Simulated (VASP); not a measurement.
# Al in VASP: single point with PBEsol

Aim: the single point of Al with PBEsol.

Program: VASP 6.6.1. These are calculated values, not measurements. Logs are shortened: lines on timing, memory, paths and dates and some standing lists are left out, and cuts for length are marked.

## (1) The cell of the first run

The cell holds a slab with vacuum, 24 atoms: a = 2.827 Å, b = 10.410 Å, c = 31.523 Å, α = 90.00°, β = 90.00°, γ = 90.00°.

## (2) Single point, PBEsol

File INCAR:

```
PREC     = Accurate       # precision mode
ENCUT    = 520            # plane-wave cutoff, eV
EDIFF    = 1E-7           # SCF threshold, eV
ISMEAR   = 0              # smearing method
SIGMA    = 0.1            # smearing width, eV
LREAL    = Auto         
LASPH    = T              # aspherical terms in the spheres
NELM     = 80             # most SCF steps
ALGO     = Normal         # electronic algorithm
ISIF     = 2              # what is computed and relaxed
LWAVE    = F              # write WAVECAR
LCHARG   = T              # write CHGCAR
LDIPOL   = T            
IDIPOL   = 3            
DIPOL    = 0.5 0.5 0.501
GGA      = PS             # functional
LELF     = T              # ELF
LVHAR    = T            
LVACPOTAV= T            
NBANDS   = 54             # bands
```

File KPOINTS:

```
Automatic mesh
0
Gamma
  9 3 1
```

File POSCAR:

```
Al
1.0
    2.8270770200      0.0000000000      0.0000000000
    0.0000000000     10.4095899100      0.0000000000
    0.0000000000      0.0000000000     31.5228390497
Al
24
Direct
    0.5000000000      0.8421972700      0.3172303099
    0.5000000000      0.1106367200      0.3286534208
    0.0000000000      0.6106367200      0.3286534208
    0.5000000000      0.3790761800      0.3400765223
    0.0000000000      0.9528339900      0.3857689472
    0.0000000000      0.2212734400      0.3971920487
    0.5000000000      0.7212734400      0.3971920487
    0.0000000000      0.4897129000      0.4086151596
    0.5000000000      0.0634707100      0.4543075751
    0.5000000000      0.3319101700      0.4657306860
    0.0000000000      0.8319101700      0.4657306860
    0.5000000000      0.6003496200      0.4771537876
    0.0000000000      0.1736546277      0.5236477714
    0.0000000000      0.4432743798      0.5349322077
    0.5000000000      0.9412003129      0.5346679817
    0.0000000000      0.7114988218      0.5464916045
    0.5000000000      0.2848466587      0.5931828420
    0.5000000000      0.5524771625      0.6052096699
    0.0000000000      0.0502019178      0.6038961502
    0.5000000000      0.8203421164      0.6161397173
    0.0000000000      0.3948945840      0.6640744176
    0.0000000000      0.6605967042      0.6753882885
    0.5000000000      0.1618575125      0.6730795540
    0.0000000000      0.9305412502      0.6849494722
```

Potentials or basis: VASP PAW PBE potentials, release 64 (Al).

Launch:

```bash
$ cat potpaw_PBE.64/Al/POTCAR > POTCAR
$ mpirun -np 1 vasp_std > vasp.out
```

OUTCAR:

```text
PREC = Accurate
   ENCUT = 520
   EDIFF = 1E-7
   ISMEAR = 0
   LREAL = Auto
   LASPH = T
   NELM = 80
   ISIF = 2
   GGA = PS

 ion  position               nearest neighbor table
   1  0.500  0.842  0.317-   2 2.82   7 2.82   3 2.82   3 2.82   5 2.83   5 2.83
   2  0.500  0.111  0.329-   5 2.82   5 2.82   1 2.82   4 2.82   6 2.83   6 2.83
   3  0.000  0.611  0.329-   4 2.82   4 2.82   8 2.82   1 2.82   1 2.82   7 2.83   7 2.83
   4  0.500  0.379  0.340-   3 2.82   3 2.82   6 2.82   6 2.82   2 2.82   8 2.83   8 2.83
   5  0.000  0.953  0.386-   6 2.82   2 2.82   2 2.82  11 2.82   7 2.82   7 2.82   9 2.83   9 2.83
                             1 2.83   1 2.83
   6  0.000  0.221  0.397-   5 2.82   9 2.82   9 2.82   4 2.82   4 2.82   8 2.82   2 2.83   2 2.83
                            10 2.83  10 2.83
   7  0.500  0.721  0.397-   8 2.82   8 2.82  12 2.82   5 2.82   5 2.82   1 2.82   3 2.83   3 2.83
                            11 2.83  11 2.83
   8  0.000  0.490  0.409-  10 2.82  10 2.82   7 2.82   7 2.82   3 2.82   6 2.82  12 2.83  12 2.83
                             4 2.83   4 2.83
   9  0.500  0.063  0.454-   6 2.82   6 2.82  11 2.82  11 2.82  10 2.82   5 2.83   5 2.83  15 2.83
                            13 2.84  13 2.84
  10  0.500  0.332  0.466-  12 2.82   8 2.82   8 2.82   9 2.82   6 2.83   6 2.83  13 2.84  13 2.84
                            14 2.85  14 2.85
  11  0.000  0.832  0.466-   9 2.82   9 2.82   5 2.82  12 2.82  12 2.82   7 2.83   7 2.83  15 2.83
[... 9 lines left out ...]
  16  0.000  0.711  0.546-  15 2.80  15 2.80  14 2.82  11 2.84  20 2.85  20 2.85  12 2.85  12 2.85
                            18 2.86  18 2.86
  17  0.500  0.285  0.593-  18 2.81  23 2.83  19 2.84  19 2.84  14 2.84  14 2.84  13 2.85  13 2.85
                            21 2.88  21 2.88
  18  0.500  0.552  0.605-  20 2.81  17 2.81  21 2.85  21 2.85  22 2.86  22 2.86  16 2.86  16 2.86
                            14 2.86  14 2.86
  19  0.000  0.050  0.604-  20 2.81  20 2.81  15 2.84  15 2.84  13 2.84  17 2.84  17 2.84  24 2.84
                            23 2.85  23 2.85
  20  0.500  0.820  0.616-  19 2.81  19 2.81  18 2.81  24 2.83  24 2.83  16 2.85  16 2.85  15 2.86
                            22 2.87  22 2.87
  21  0.000  0.395  0.664-  22 2.79  23 2.82  23 2.82  18 2.85  18 2.85  17 2.88  17 2.88
  22  0.000  0.661  0.675-  21 2.79  24 2.83  18 2.86  18 2.86  20 2.87  20 2.87
  23  0.500  0.162  0.673-  24 2.82  24 2.82  21 2.82  21 2.82  17 2.83  19 2.85  19 2.85
  24  0.000  0.931  0.685-  23 2.82  23 2.82  22 2.83  20 2.83  20 2.83  19 2.84

  LATTYP: Found a simple orthorhombic cell.
 ALAT       =     2.8270770200
 B/A-ratio  =     3.6821034009
 C/A-ratio  =    11.1503290596

  Lattice vectors:

 A1 = (   2.8270770200,   0.0000000000,   0.0000000000)
 A2 = (   0.0000000000,  10.4095899100,   0.0000000000)
 A3 = (   0.0000000000,   0.0000000000,  31.5228390497)

Analysis of symmetry for initial positions (statically):
=====================================================================
 Subroutine PRICEL returns:
 Original cell was already a primitive cell.

 Routine SETGRP: Setting up the symmetry group for a
 simple orthorhombic supercell.

 Subroutine GETGRP returns: Found  2 space group operations
 (whereof  2 operations were pure point group operations)
 out of a pool of  8 trial point group operations.

The static configuration has the point symmetry C_1h.

Analysis of symmetry for dynamics (positions and initial velocities):
=====================================================================
 Subroutine PRICEL returns:
 Original cell was already a primitive cell.

 Routine SETGRP: Setting up the symmetry group for a
 simple orthorhombic supercell.

 Subroutine GETGRP returns: Found  2 space group operations
 (whereof  2 operations were pure point group operations)
 out of a pool of  8 trial point group operations.

The dynamic configuration has the point symmetry C_1h.

 Subroutine INISYM returns: Found  2 space group operations
 (whereof  2 operations are pure point group operations),
 and found     1 'primitive' translations

----------------------------------------------------------------------------------------

                                     Primitive cell

  volume of cell :     927.6766

  direct lattice vectors                    reciprocal lattice vectors
     2.827077020  0.000000000  0.000000000     0.353722234  0.000000000  0.000000000
     0.000000000 10.409589910  0.000000000     0.000000000  0.096065264  0.000000000
[... 75 lines left out ...]

  Shift w.r.t. Gamma in fractional coordinates (k-lattice)
     0.000000000  0.000000000  0.000000000

 Subroutine IBZKPT returns following result:
 ===========================================

 Found     10 irreducible k-points:

 Following reciprocal coordinates:
            Coordinates               Weight
  0.000000  0.000000  0.000000      1.000000
  0.111111  0.000000  0.000000      2.000000
  0.222222  0.000000  0.000000      2.000000
  0.333333  0.000000  0.000000      2.000000
  0.444444  0.000000  0.000000      2.000000
  0.000000  0.333333  0.000000      2.000000
  0.111111  0.333333  0.000000      4.000000
  0.222222  0.333333  0.000000      4.000000
  0.333333  0.333333  0.000000      4.000000
  0.444444  0.333333  0.000000      4.000000
   k-points           NKPTS =     10   k-points in BZ     NKDIM =     10   number of bands    NBANDS=     54
   number of dos      NEDOS =    301   number of ions     NIONS =     24
   total plane-waves  NPLWV = 460800
   dimension x,y,z NGX =    24 NGY =   80 NGZ =  240
   dimension x,y,z NGXF=    48 NGYF=  160 NGZF=  480
   ions per type =              24
   NGX,Y,Z   is equivalent  to a cutoff of  14.11, 12.78, 12.66 a.u.
   NGXF,Y,Z  is equivalent  to a cutoff of  28.23, 25.55, 25.31 a.u.
 SYSTEM =  unknown system
   PREC   = accura    normal or accurate (medium, high low for compatibility)
   ISTART =      0    job   : 0-new  1-cont  2-samecut
   ICHARG =      2    charge: 1-file 2-atom 10-const
   ISPIN  =      1    spin polarized calculation?
   LNONCOLLINEAR =      F non collinear calculations
   LSORBIT =      F    spin-orbit coupling
   LASPH  =      T    aspherical Exc in radial PAW
   ENCUT  =  520.0 eV  38.22 Ry    6.18 a.u.   5.26 19.35 58.61*2*pi/ulx,y,z
   NELM   =     80;   NELMIN=  2; NELMDL= -5     # of ELM steps
   EDIFF  = 0.1E-06   stopping-criterion for ELM
   LREAL  =      T    real-space projection
   EDIFFG = 0.1E-05   stopping-criterion for IOM
   NSW    =      0    number of steps for IOM
   IBRION =     -1    ionic relax: 0-MD 1-quasi-New 2-CG
   NFREE  =      0    steps in history (QN), initial steepest desc. (CG)
   ISIF   =      2    stress and relaxation
   ISYM   =      2    0-nonsym 1-usesym 2-fastsym
   POTIM  = 0.5000    time-step for ionic-motion
   TEBEG  =    0.0;   TEEND  =   0.0 temperature during run
   PSTRESS=    0.0 pullay stress
   NELECT =      72.0000    total number of electrons
   NUPDOWN=      -1.0000    fix difference up-down
   EMIN   =  10.00;   EMAX   =-10.00  energy-range for DOS
   EFERMI =   0.00;   METHOD = LEGACY
   ISMEAR =     0;   SIGMA  =   0.10  broadening in eV -4-tet -1-fermi 0-gaus
   EFERMI_NEDOS =   21; number of points for ismear=-14 and -15
   IALGO  =     38    algorithm
   IMIX   =      4    mixing-type and parameters
     AMIX     =   0.40;   BMIX     =  1.00
     AMIX_MAG =   1.60;   BMIX_MAG =  1.00
  volume/ion in A,a.u.               =      38.65       260.84
  Fermi-wavevector in a.u.,A,eV,Ry     =   0.698318  1.319630  6.634861  0.487649
  Thomas-Fermi vector in A             =   1.781889
   LORBIT       =      0    0 simple, 1 ext, 2 COOP (PROOUT), +10 PAW based schemes
   GGA     = PS    functional components
   LHFCALC =     F    Hartree Fock is set to
   AEXX    =    0.0000 exact exchange contribution
   IVDW    =     0    specifies the selected vdW correction
   LEPSILON=     F    determine dielectric tensor
   LRPA    =     F    only Hartree local field effects (RPA)
 non-spin polarized calculation
 Gauss-broadening in eV      SIGMA  =   0.10
  energy-cutoff  :      520.00
  volume of cell :      927.68
 maximum number of plane-waves:     25051
 NGX is ok and might be reduce to    24
   NGX = 11   NGY = 39   NGZ =117

 dipolmoment           0.000000      0.000000      0.000314 electrons x Angstroem

 number of electron      72.0000000 magnetization

 dipolmoment           0.000000      0.000000     -0.000974 electrons x Angstroem

 Free energy of the ion-electron system (eV)
  ---------------------------------------------------
  ext. energy  EPLUGINS =         0.00000000
  ---------------------------------------------------
  free energy    TOTEN  =       -94.23190648 eV

  energy without entropy =      -94.18849315  energy(sigma->0) =      -94.21019982

 E-fermi :   1.0297     XC(G=0):  -4.9146

 val. band max:        1.0196816927   @ k =   0.2222   0.3333   0.0000
 cond. band min:       1.0735546949   @ k =   0.4444   0.3333   0.0000
 fundamental gap:      0.0538730022
 Fermi energy:         1.0296567602

 k-point     1 :       0.0000    0.0000    0.0000
  band No.  band energies     occupation
      1     -10.1187      2.00000
      2      -9.5463      2.00000
      3      -8.7688      2.00000
      4      -8.7589      2.00000
      5      -8.6063      2.00000
      6      -8.1952      2.00000
[... 499 lines left out ...]
     47       2.1384      0.00000
     48       2.2510      0.00000
 [bands above 48 left out]

------------------------ aborting loop because EDIFF is reached ----------------------------------------

 vacuum level on the upper side and lower side of the slab       (xc-potential included)        -0.135        -0.130

  FORCE on cell =-STRESS in cart. coord.  units (eV):
  Direction    XX          YY          ZZ          XY          YZ          ZX
  --------------------------------------------------------------------------------------
  -------------------------------------------------------------------------------------
  Total       -4.4009770     -0.5373118      1.8452361      0.0000000     -0.3255706      0.0000000
  in kB       -7.6008663     -0.9279837      3.1868817      0.0000000     -0.5622884      0.0000000
  external PRESSURE =      -1.7806561 kB  Pullay stress =       0.0000000 kB

 VOLUME and BASIS-vectors are now :
 -----------------------------------------------------------------------------
  energy-cutoff  :      520.00
  volume of cell :      927.68
      direct lattice vectors                 reciprocal lattice vectors
     2.827077020  0.000000000  0.000000000     0.353722234  0.000000000  0.000000000
     0.000000000 10.409589910  0.000000000     0.000000000  0.096065264  0.000000000
     0.000000000  0.000000000 31.522839050     0.000000000  0.000000000  0.031723031

 POSITION                                       TOTAL-FORCE (eV/Angst)
 -----------------------------------------------------------------------------------
      1.41354      8.76693     10.00000         0.000000     -0.002690     -0.034470
      1.41354      1.15168     10.36009         0.000000      0.100396     -0.160978
      0.00000      6.35648     10.36009         0.000000     -0.007702     -0.037536
      1.41354      3.94603     10.72018         0.000000     -0.042615     -0.189145
      0.00000      9.91861     12.16053         0.000000     -0.068692      0.009951
      0.00000      2.30337     12.52062         0.000000      0.014237     -0.029200
[... 16 lines left out ...]
      1.41354      1.68487     21.21738         0.000000     -0.008270     -0.016893
      0.00000      9.68655     21.59155         0.000000      0.001122      0.003768
 -----------------------------------------------------------------------------------
    total drift:                                0.000000     -0.002985      0.000322

  FREE ENERGIE OF THE ION-ELECTRON SYSTEM (eV)
  ---------------------------------------------------
  free  energy   TOTEN  =       -94.2319064844 eV

  energy  without entropy=      -94.1884931483  energy(sigma->0) =      -94.21019982

 vacuum level on the upper side and lower side of the slab         5.203         5.209
```

It took 19 min on 1 thread of Intel Xeon Platinum 8375C at 2.90GHz (Ice Lake), shared host; peak memory 0.97 GiB.

What came out:

```
Free energy                     : -94.2319 eV
Largest force                   : 0.194 eV/Å
Band gap on the k mesh          : zero (band 36 reaches 1.78 eV, above the bottom of band 37 at 0.53 eV)
Work function of the upper face : 4.17 eV
Work function of the lower face : 4.18 eV
```

Forces on the atoms (eV/Å):
```
Al   0.000 -0.003 -0.034
Al   0.000  0.100 -0.161
Al   0.000 -0.008 -0.038
Al   0.000 -0.043 -0.189
Al   0.000 -0.069  0.010
Al   0.000  0.014 -0.029
Al   0.000  0.078  0.019
Al   0.000 -0.008  0.028
Al   0.000 -0.064  0.109
Al   0.000 -0.043  0.130
Al   0.000  0.023  0.049
Al   0.000  0.027  0.073
Al   0.000  0.011  0.011
Al   0.000  0.010  0.005
Al   0.000  0.016 -0.021
Al   0.000 -0.015  0.012
Al   0.000  0.006  0.010
Al   0.000 -0.006  0.012
Al   0.000  0.017 -0.006
Al   0.000 -0.024  0.011
Al   0.000 -0.008  0.002
Al   0.000 -0.006  0.012
Al   0.000 -0.008 -0.017
Al   0.000  0.001  0.004
```

Caveat: the PAW data sets were made with another functional, which shifts forces and pressure a little.
